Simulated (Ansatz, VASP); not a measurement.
**Cu: VASP beside Ansatz**

```
Cu
1.0
     2.55088    0.00000    0.00000
    -1.27544    2.20913    0.00000
     0.00000    0.00000    4.13981
Cu
2
Cartesian
  1.2754 0.7364 3.1049
  0.0000 1.4728 1.0350
```

Alike in both runs: task single point; functional r2SCAN0; k mesh 6 × 6 × 4; occupations fermi-dirac, width 0.05 eV; no spin polarisation.

|  | VASP | Ansatz |
| --- | --- | --- |
| version | VASP 6.6.1 | Ansatz 0.2.0 |
| potentials or method | VASP PAW PBE potentials, release 64 (Cu) | Ansatz PAW |
| plane-wave cutoff (eV) | 520 | 500 |
| valence electrons in the cell | 22 | 38 |

Ansatz gave:

```
gap on the k mesh at the Fermi level (eV)                     : none
pressure (GPa)                                                : 1.1
traceless stress, the component that is largest in VASP (GPa) : -1.96
```

**Question.** Which values does VASP return?

**Answer.** gap on the k mesh at the Fermi level (eV): none; pressure (GPa): 1.4; traceless stress, the component that is largest in VASP (GPa): -1.97.

VASP's potentials were made for PBE, not for r2SCAN0. A gap of «none» marks a metal or a gap that the smearing closes. With one functional, cell and mesh, what is left measures potentials, basis and numerics. VASP's potentials hold 22 valence electrons a cell and Ansatz's 38, so a difference there can come from the potentials and not from the codes.

The k mesh is coarse, so the values compare programs but aren't converged.
